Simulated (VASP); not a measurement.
A run of VASP 6.6.1:

INCAR

```
SYSTEM = Au
ALGO = Fast
EDIFF = 1E-6
ENCUT = 520
GGA = PS
ISIF = 2
ISMEAR = 0
LASPH = .TRUE.
LCHARG = .TRUE.
LELF = .TRUE.
LREAL = .FALSE.
LVHAR = .TRUE.
LWAVE = .FALSE.
NBANDS = 12
NELM = 100
PREC = Accurate
SIGMA = 0.1
```

KPOINTS

```
k-points
0
G
  18 18 18
  0 0 0
```

The input POSCAR:

```
Au
1.0
   -1.6371246698      1.6371246698      1.6371246698
    1.6371246698     -1.6371246698      1.6371246698
    1.6371246698      1.6371246698     -1.6371246698
Au
1
Direct
    0.0000000000      0.0000000000      0.0000000000
```

Potentials or basis: VASP PAW PBE potentials, release 64 (Au).

Run with:

```sh
$ cat potpaw_PBE.64/Au/POTCAR > POTCAR
$ mpirun -np 1 vasp_std > vasp.out
```

Hardware: 1 thread of AMD EPYC 7R13, on a shared host.

Problem. Estimate the wall time of this run.

Solution. It took 59 s on 1 thread of AMD EPYC 7R13, on a shared host, peak memory 0.14 GiB. Counts: scf iterations 12, k points 195.
